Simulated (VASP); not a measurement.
# NbBr3 (Fm-3m) in VASP: notebook

Runs on NbBr3. Level: PBE. Tasks: single point.

Everything below comes from runs of VASP 6.6.1. Logs are shortened: lines on timing, memory, paths and dates and some standing lists are left out, and cuts for length are marked.

### Step 1. The cell of the first run

It takes space group Fm-3m (No. 225, cubic). The conventional cell has a = 7.124 Å, b = 7.124 Å, c = 7.124 Å, α = 90.00°, β = 90.00°, γ = 90.00°. Nb (site symmetry m-3m) has 14 Br at 3.08 to 3.56 Å within 4.1 Å. Within 4.1 Å of Br (site symmetry -43m) lie 4 Nb at 3.08 Å and 10 Br at 3.08 to 3.56 Å. Br (site symmetry m-3m) has 8 Br at 3.08 Å and 6 Nb at 3.56 Å within 4.1 Å.

### Step 2. Single point, PBE, collinear spin, ferromagnetic start

File INCAR:

```
SYSTEM = NbBr3
PREC     = Accurate       ! precision mode
ENCUT    = 520            ! plane-wave cutoff, eV
EDIFF    = 1E-6           ! SCF threshold, eV
ISMEAR   = 0              ! smearing method
SIGMA    = 0.1            ! smearing width, eV
LREAL    = .False.        ! projectors in reciprocal space
LASPH    = .True.         ! aspherical terms in the spheres
NELM     = 150            ! most SCF steps
ALGO     = Normal         ! electronic algorithm
ISIF     = 2              ! what is computed and relaxed
LWAVE    = .False.        ! write WAVECAR
LCHARG   = .False.        ! write CHGCAR
ISPIN    = 2              ! spin polarisation
MAGMOM   = 1.98 0 0 0     ! initial moments
LORBIT   = 11             ! projections on sites
LMAXMIX  = 4              ! l up to which the mixer works
GGA      = PE             ! functional
NBANDS   = 29             ! bands
```

File KPOINTS:

```
regular mesh
0
Gamma
  12 12 12
  0 0 0
```

File POSCAR:

```
NbBr3
1.0
    0.0000000000      3.5620958620      3.5620958620
    3.5620958620      0.0000000000      3.5620958620
    3.5620958620      3.5620958620      0.0000000000
Nb Br
1 3
Direct
    0.5000000000      0.5000000000      0.5000000000
    0.2500000000      0.2500000000      0.2500000000
    0.7500000000      0.7500000000      0.7500000000
    0.0000000000      0.0000000000      0.0000000000
```

Potentials or basis: VASP PAW PBE potentials, release 64 (Nb_sv, Br).

The run is started by

```
$ cat potpaw_PBE.64/Nb_sv/POTCAR potpaw_PBE.64/Br/POTCAR > POTCAR
$ mpirun -np 1 vasp_std > vasp.out
```

OUTCAR:

```text
SYSTEM = NbBr3
   PREC = Accurate
   ENCUT = 520
   EDIFF = 1E-6
   ISMEAR = 0
   LREAL = .False.
   LASPH = .True.
   NELM = 150
   ISIF = 2
   ISPIN = 2
   LORBIT = 11
   GGA = PE

 ion  position               nearest neighbor table
   1  0.500  0.500  0.500-
   2  0.250  0.250  0.250-
   3  0.750  0.750  0.750-
   4  0.000  0.000  0.000-

  LATTYP: Found a face centered cubic cell.
 ALAT       =     7.1241917240

  Lattice vectors:

 A1 = (   0.0000000000,   3.5620958620,   3.5620958620)
 A2 = (   3.5620958620,   0.0000000000,   3.5620958620)
 A3 = (   3.5620958620,   3.5620958620,   0.0000000000)

Analysis of symmetry for initial positions (statically):
=====================================================================
 Subroutine PRICEL returns:
 Original cell was already a primitive cell.

 Routine SETGRP: Setting up the symmetry group for a
 face centered cubic supercell.

 Subroutine GETGRP returns: Found 48 space group operations
 (whereof 48 operations were pure point group operations)
 out of a pool of 48 trial point group operations.

The static configuration has the point symmetry O_h .

Analysis of symmetry for dynamics (positions and initial velocities):
=====================================================================
 Subroutine PRICEL returns:
 Original cell was already a primitive cell.

 Routine SETGRP: Setting up the symmetry group for a
 face centered cubic supercell.

 Subroutine GETGRP returns: Found 48 space group operations
 (whereof 48 operations were pure point group operations)
 out of a pool of 48 trial point group operations.

The dynamic configuration has the point symmetry O_h .

Analysis of structural, dynamic, and magnetic symmetry:
=====================================================================
 Subroutine PRICEL returns:
 Original cell was already a primitive cell.

 Routine SETGRP: Setting up the symmetry group for a
 face centered cubic supercell.

 Subroutine GETGRP returns: Found 48 space group operations
 (whereof 48 operations were pure point group operations)
 out of a pool of 48 trial point group operations.

The overall configuration has the point symmetry O_h .

 Subroutine INISYM returns: Found 48 space group operations
 (whereof 48 operations are pure point group operations),
 and found     1 'primitive' translations

----------------------------------------------------------------------------------------

[... 123 lines left out ...]
   AEXX    =    0.0000 exact exchange contribution
   IVDW    =     0    specifies the selected vdW correction
   LEPSILON=     F    determine dielectric tensor
   LRPA    =     F    only Hartree local field effects (RPA)
 spin polarized calculation
 Gauss-broadening in eV      SIGMA  =   0.10
  energy-cutoff  :      520.00
  volume of cell :       90.40
 maximum number of plane-waves:      2468
 NGX is ok and might be reduce to    40
   NGX = 19   NGY = 19   NGZ = 19

 number of electron      34.0000004 magnetization       2.0000275

 Free energy of the ion-electron system (eV)
  ---------------------------------------------------
  ext. energy  EPLUGINS =         0.00000000
  ---------------------------------------------------
  free energy    TOTEN  =       -14.24699186 eV

  energy without entropy =      -14.23540073  energy(sigma->0) =      -14.24119630

 E-fermi :   5.7629     XC(G=0): -10.3130

 val. band max:        5.7578570130   @ k =   0.5000   0.4167   0.0833
 cond. band min:       5.7696646955   @ k =  -0.3333   0.2500   0.0000
 fundamental gap:      0.0118076825
 Fermi energy:         5.7628749897

 spin component 1

 k-point     1 :       0.0000    0.0000    0.0000
  band No.  band energies     occupation
      1     -50.8858      1.00000
      2     -26.9558      1.00000
      3     -26.9558      1.00000
      4     -26.9558      1.00000
      5     -11.0283      1.00000
      6      -9.3563      1.00000
[... 757 lines left out ...]
     28      14.7853      0.00000
     29      16.3715      0.00000

 [... further k-points ...]

 spin component 2

 k-point     1 :       0.0000    0.0000    0.0000
  band No.  band energies     occupation
      1     -49.7187      1.00000
      2     -25.6257      1.00000
      3     -25.6257      1.00000
      4     -25.6257      1.00000
      5     -11.0849      1.00000
      6      -9.4660      1.00000
[... 757 lines left out ...]
     28      15.0606      0.00000
     29      16.4465      0.00000

 [... further k-points ...]

------------------------ aborting loop because EDIFF is reached ----------------------------------------

  FORCE on cell =-STRESS in cart. coord.  units (eV):
  Direction    XX          YY          ZZ          XY          YZ          ZX
  --------------------------------------------------------------------------------------
  -------------------------------------------------------------------------------------
  Total        0.0023725      0.0023725      0.0023725      0.0000000     -0.0000000     -0.0000000
  in kB        0.0420512      0.0420512      0.0420512      0.0000000     -0.0000000     -0.0000000
  external PRESSURE =       0.0420512 kB  Pullay stress =       0.0000000 kB

 VOLUME and BASIS-vectors are now :
 -----------------------------------------------------------------------------
  energy-cutoff  :      520.00
  volume of cell :       90.40
      direct lattice vectors                 reciprocal lattice vectors
     0.000000000  3.562095862  3.562095862    -0.140366801  0.140366801  0.140366801
     3.562095862  0.000000000  3.562095862     0.140366801 -0.140366801  0.140366801
     3.562095862  3.562095862  0.000000000     0.140366801  0.140366801 -0.140366801

 POSITION                                       TOTAL-FORCE (eV/Angst)
 -----------------------------------------------------------------------------------
      3.56210      3.56210      3.56210        -0.000000     -0.000000     -0.000000
      1.78105      1.78105      1.78105        -0.000000      0.000000     -0.000000
      5.34314      5.34314      5.34314         0.000000     -0.000000      0.000000
      0.00000      0.00000      0.00000        -0.000000     -0.000000     -0.000000
 -----------------------------------------------------------------------------------
    total drift:                               -0.000000      0.000000      0.000000

  FREE ENERGIE OF THE ION-ELECTRON SYSTEM (eV)
  ---------------------------------------------------
  free  energy   TOTEN  =       -14.2469918604 eV

  energy  without entropy=      -14.2354007301  energy(sigma->0) =      -14.24119630

 total charge

# of ion       s       p       d       tot
------------------------------------------
    1        2.079   5.921   2.354  10.353
    2        1.633   3.129   0.041   4.803
    3        1.633   3.129   0.041   4.803
    4        1.635   3.221   0.029   4.885
--------------------------------------------------
tot          6.981  15.400   2.464  24.845

 magnetization (x)

# of ion       s       p       d       tot
------------------------------------------
    1        0.017   0.011   1.668   1.696
    2       -0.001  -0.099   0.004  -0.095
    3       -0.001  -0.099   0.004  -0.095
    4        0.003  -0.017   0.004  -0.011
--------------------------------------------------
tot          0.017  -0.203   1.680   1.495
```

stdout:

```text
POSCAR found type information on POSCAR NbBr
 POSCAR found :  2 types and       4 ions
 scaLAPACK will be used
 LDA part: xc-table for (Slater+PW92), standard interpolation
 POSCAR, INCAR and KPOINTS ok, starting setup
 FFT: planning ... GRIDC
 FFT: planning ... GRID_SOFT
 FFT: planning ... GRID
 WAVECAR not read
 entering main loop
```

It took 6.1 min on 1 thread of Intel Xeon Platinum 8488C (Sapphire Rapids), shared host; peak memory 0.47 GiB.

What came out:

| Item | Value |
| --- | --- |
| Free energy | -14.2470 eV |
| Pressure | 0.0 GPa |
| Band gap on the k mesh | zero (filled and empty bands overlap) |
| Net moment | 2.00 μB per cell |
| Site moments | Nb +1.70; Br -0.10, -0.01 μB |
| Valence electrons inside the program's atomic spheres | Nb 10.35; Br 4.80, 4.88 |

Levels at points of the mesh, in eV from the Fermi level:
Spin up:
```tsv
k point	band 15	band 16	band 17	band 18	band 19	band 20	band 21	band 22
(0.00, 0.00, 0.00)	-1.71	-1.71	-1.34	-1.34	1.18	1.18	1.18	1.52
(0.50, 0.00, 0.00)	-2.10	-1.06	-0.05	-0.05	0.01	1.34	1.34	3.50
(0.50, 0.50, 0.00)	-0.99	-0.97	-0.66	-0.66	-0.30	0.51	0.51	3.17
```
Spin down:
| k point | band 14 | band 15 | band 16 | band 17 | band 18 | band 19 |
| --- | --- | --- | --- | --- | --- | --- |
| (0.00, 0.00, 0.00) | -1.67 | -1.67 | -1.67 | 0.47 | 0.47 | 2.10 |
| (0.50, 0.00, 0.00) | -1.68 | -1.68 | -0.97 | 0.93 | 1.76 | 1.76 |
| (0.50, 0.50, 0.00) | -2.25 | -0.69 | -0.69 | 0.71 | 0.87 | 1.06 |

### Step 3. Single point, PBE, collinear spin, ferrimagnetic start

This run uses another cell than the first one, of 35.39 Å³/atom, 1.566 times its volume.

Edit INCAR of step 2 so:

```diff
@@ -3,3 +3,3 @@
 ENCUT    = 520            ! plane-wave cutoff, eV
-EDIFF    = 1E-6           ! SCF threshold, eV
+EDIFF    = 1E-7           ! SCF threshold, eV
 ISMEAR   = 0              ! smearing method
@@ -12,5 +12,5 @@
 LWAVE    = .False.        ! write WAVECAR
-LCHARG   = .False.        ! write CHGCAR
+LCHARG   = .True.         ! write CHGCAR
 ISPIN    = 2              ! spin polarisation
-MAGMOM   = 1.98 0 0 0     ! initial moments
+MAGMOM   = 2.82 -0.28 -0.28 -0.4 ! initial moments
 LORBIT   = 11             ! projections on sites
@@ -18,2 +18,4 @@
 GGA      = PE             ! functional
+LELF     = .True.         ! ELF
+LVHAR    = .True.       
 NBANDS   = 29             ! bands
```

File KPOINTS:

```
regular mesh
0
Gamma
  4 4 4
  0 0 0
```

File POSCAR:

```
NbBr3
1.0
    0.0000000000      4.1366142900      4.1366142900
    4.1366142900      0.0000000000      4.1366142900
    4.1366142900      4.1366142900      0.0000000000
Nb Br
1 3
Direct
    0.5000000000      0.5000000000      0.5000000000
    0.2500000000      0.2500000000      0.2500000000
    0.7500000000      0.7500000000      0.7500000000
    0.0000000000      0.0000000000      0.0000000000
```

Potentials or basis: VASP PAW PBE potentials, release 64 (Nb_sv, Br).

The run is started by

```
$ cat potpaw_PBE.64/Nb_sv/POTCAR potpaw_PBE.64/Br/POTCAR > POTCAR
$ mpirun -np 1 vasp_std > vasp.out
```

OUTCAR:

```text
SYSTEM = NbBr3
   PREC = Accurate
   ENCUT = 520
   EDIFF = 1E-7
   ISMEAR = 0
   LREAL = .False.
   LASPH = .True.
   NELM = 150
   ISIF = 2
   ISPIN = 2
   LORBIT = 11
   GGA = PE

 ion  position               nearest neighbor table
   1  0.500  0.500  0.500-
   2  0.250  0.250  0.250-
   3  0.750  0.750  0.750-
   4  0.000  0.000  0.000-

  LATTYP: Found a face centered cubic cell.
 ALAT       =     8.2732285800

  Lattice vectors:

 A1 = (   0.0000000000,   4.1366142900,   4.1366142900)
 A2 = (   4.1366142900,   0.0000000000,   4.1366142900)
[... 714 lines left out ...]
  energy-cutoff  :      520.00
  volume of cell :      141.57
      direct lattice vectors                 reciprocal lattice vectors
     0.000000000  4.136614290  4.136614290    -0.120871796  0.120871796  0.120871796
     4.136614290  0.000000000  4.136614290     0.120871796 -0.120871796  0.120871796
     4.136614290  4.136614290  0.000000000     0.120871796  0.120871796 -0.120871796

 POSITION                                       TOTAL-FORCE (eV/Angst)
 -----------------------------------------------------------------------------------
      4.13661      4.13661      4.13661        -0.000000     -0.000000     -0.000000
      2.06831      2.06831      2.06831        -0.000000     -0.000000      0.000000
      6.20492      6.20492      6.20492         0.000000      0.000000     -0.000000
      0.00000      0.00000      0.00000        -0.000000     -0.000000     -0.000000
 -----------------------------------------------------------------------------------
    total drift:                               -0.000000     -0.000000     -0.000000

  FREE ENERGIE OF THE ION-ELECTRON SYSTEM (eV)
  ---------------------------------------------------
  free  energy   TOTEN  =       -12.1976571104 eV

  energy  without entropy=      -12.1715737923  energy(sigma->0) =      -12.18461545

 total charge

# of ion       s       p       d       tot
------------------------------------------
    1        2.051   5.886   2.413  10.349
    2        1.624   3.099   0.008   4.731
    3        1.624   3.099   0.008   4.731
    4        1.624   3.137   0.006   4.767
--------------------------------------------------
tot          6.923  15.222   2.434  24.579

 magnetization (x)

# of ion       s       p       d       tot
------------------------------------------
    1        0.025   0.013   2.156   2.193
    2       -0.006  -0.208   0.001  -0.212
    3       -0.006  -0.208   0.001  -0.212
    4       -0.009  -0.276   0.000  -0.285
--------------------------------------------------
tot          0.004  -0.679   2.159   1.484
```

OSZICAR:

```text
N       E                     dE             d eps       ncg     rms          rms(c)
DAV:   1     0.252672243033E+03    0.25267E+03   -0.14976E+04   928   0.100E+03
DAV:   2     0.627103656869E+01   -0.24640E+03   -0.23635E+03  1369   0.281E+02
[... 14 lines left out ...]
DAV:  17    -0.121976983884E+02   -0.51582E-04   -0.10293E-04  1206   0.539E-02    0.722E-02
DAV:  18    -0.121976701685E+02    0.28220E-04   -0.33091E-05  1190   0.217E-02    0.478E-02
DAV:  19    -0.121976615919E+02    0.85766E-05   -0.11071E-05  1220   0.125E-02    0.277E-02
DAV:  20    -0.121976576315E+02    0.39605E-05   -0.61063E-06  1297   0.967E-03    0.972E-03
DAV:  21    -0.121976569458E+02    0.68570E-06   -0.45458E-06  1309   0.739E-03    0.689E-03
DAV:  22    -0.121976571595E+02   -0.21372E-06   -0.10491E-06  1060   0.454E-03    0.328E-03
DAV:  23    -0.121976571104E+02    0.49094E-07   -0.14438E-07   703   0.210E-03
   1 F= -.12197657E+02 E0= -.12184615E+02  d E =-.260833E-01  mag=     2.0000
```

stdout:

```text
POSCAR found type information on POSCAR NbBr
 POSCAR found :  2 types and       4 ions
 scaLAPACK will be used
 LDA part: xc-table for (Slater+PW92), standard interpolation
 POSCAR, INCAR and KPOINTS ok, starting setup
 FFT: planning ... GRIDC
 FFT: planning ... GRID_SOFT
 FFT: planning ... GRID
 WAVECAR not read
 entering main loop
```

It took 2.3 min on 1 thread of Intel Xeon Platinum 8488C (Sapphire Rapids), shared host; peak memory 0.4 GiB.

Results:

```
Free energy                                           : -12.1977 eV
Pressure                                              : -7.9 GPa
Band gap on the k mesh                                : zero (filled and empty bands overlap)
Net moment                                            : 2.00 μB per cell
Site moments                                          : Nb +2.19; Br -0.21, -0.28 μB
Valence electrons inside the program's atomic spheres : Nb 10.35; Br 4.73, 4.77
```

Levels at points of the mesh, in eV from the Fermi level:
Spin up:
```tsv
k point	band 16	band 17	band 18	band 19	band 20	band 21
(0.00, 0.00, 0.00)	-0.55	-0.55	-0.55	0.49	0.49	0.49
(0.50, 0.00, 0.00)	-0.46	-0.13	-0.13	0.04	0.60	0.60
(0.50, 0.50, 0.00)	-0.61	-0.25	-0.04	-0.04	0.25	0.25
```
Spin down:
```csv
k point,band 14,band 15,band 16,band 17,band 18,band 19
"(0.00, 0.00, 0.00)",-0.76,-0.76,-0.76,1.68,1.68,1.75
"(0.50, 0.00, 0.00)",-0.63,-0.63,-0.53,1.39,1.77,1.77
"(0.50, 0.50, 0.00)",-1.26,-0.33,-0.33,1.29,1.61,1.61
```

### Step 4. Single point, PBE, collinear spin

File INCAR:

```
ALGO     = Normal         # electronic algorithm
EDIFF    = 1E-7           # SCF threshold, eV
ENCUT    = 520            # plane-wave cutoff, eV
GGA      = PE             # functional
ISIF     = 2              # what is computed and relaxed
ISMEAR   = 0              # smearing method
ISPIN    = 2              # spin polarisation
LASPH    = True           # aspherical terms in the spheres
LCHARG   = False          # write CHGCAR
LMAXMIX  = 4              # l up to which the mixer works
LORBIT   = 11             # projections on sites
LREAL    = False          # projectors in reciprocal space
LWAVE    = False          # write WAVECAR
MAGMOM   = 1.98 -0.11 -0.11 0 # initial moments
NBANDS   = 29             # bands
NELM     = 150            # most SCF steps
PREC     = Accurate       # precision mode
SIGMA    = 0.1            # smearing width, eV
```

File KPOINTS:

```
k-points
0
Gamma
  4 4 4
```

File POSCAR:

```
NbBr3
1.0
    0.0000000000      3.5644105060      3.5644105060
    3.5644105060      0.0000000000      3.5644105060
    3.5644105060      3.5644105060      0.0000000000
Nb Br
1 3
Direct
    0.5000000000      0.5000000000      0.5000000000
    0.2500000000      0.2500000000      0.2500000000
    0.7500000000      0.7500000000      0.7500000000
    0.0000000000      0.0000000000      0.0000000000
```

The run is started by

```
$ cat potpaw_PBE.64/Nb_sv/POTCAR potpaw_PBE.64/Br/POTCAR > POTCAR
$ mpirun -np 1 vasp_std > vasp.out
```

It took 37 s on 1 thread of Intel Xeon 6975P-C (Granite Rapids), shared host; peak memory 0.28 GiB.

It converged, with:

```
Free energy                                           : -14.2500 eV
Pressure                                              : -0.2 GPa
Band gap on the k mesh                                : zero (filled and empty bands overlap)
Net moment                                            : 2.00 μB per cell
Site moments                                          : Nb +1.70; Br -0.10, -0.01 μB
Valence electrons inside the program's atomic spheres : Nb 10.35; Br 4.80, 4.89
```

Levels at points of the mesh, in eV from the Fermi level:
Spin up:
| k point | band 14 | band 15 | band 16 | band 17 | band 18 | band 19 | band 20 | band 21 | band 22 | band 23 |
| --- | --- | --- | --- | --- | --- | --- | --- | --- | --- | --- |
| (0.00, 0.00, 0.00) | -1.73 | -1.73 | -1.73 | -1.36 | -1.36 | 1.16 | 1.16 | 1.16 | 1.49 | 6.81 |
| (0.50, 0.00, 0.00) | -2.12 | -2.12 | -1.08 | -0.07 | -0.07 | -0.01 | 1.31 | 1.31 | 3.47 | 5.27 |
| (0.50, 0.50, 0.00) | -2.17 | -1.01 | -0.99 | -0.67 | -0.67 | -0.32 | 0.48 | 0.48 | 3.14 | 6.52 |
Spin down:
```csv
k point,band 12,band 13,band 14,band 15,band 16,band 17,band 18,band 19,band 20,band 21
"(0.00, 0.00, 0.00)",-4.02,-4.02,-1.69,-1.69,-1.69,0.45,0.45,2.07,2.07,2.07
"(0.50, 0.00, 0.00)",-4.06,-3.51,-1.69,-1.69,-0.99,0.90,1.74,1.74,2.05,2.05
"(0.50, 0.50, 0.00)",-3.07,-2.49,-2.28,-0.70,-0.70,0.69,0.85,1.04,1.32,1.32
```

Caveat: the k points lie up to 0.38 Å⁻¹ apart.

### Step 5. Overview

| spin | cell | k mesh | gap on the mesh (eV) | pressure (GPa) | moment (μB) |
| --- | --- | --- | --- | --- | --- |
| collinear, ferromagnetic start | a = 5.038 Å, angles 60.0°, 4 atoms | 12 × 12 × 12 | none | 0.0 | 2.00 |
| collinear, ferrimagnetic start | a = 5.850 Å, angles 60.0°, 4 atoms | 4 × 4 × 4 | none | -7.9 | 2.00 |
| collinear | a = 5.041 Å, angles 60.0°, 4 atoms | 4 × 4 × 4 | none | -0.2 | 2.00 |

Alike in all rows: task single point; level PBE; potentials or basis VASP PAW PBE potentials, release 64 (Nb_sv, Br); cutoff (eV) 520; smearing gaussian 0.1 eV.

Caveats: some runs use coarse meshes.

Absolute energies hang on the potentials; compare differences alone.
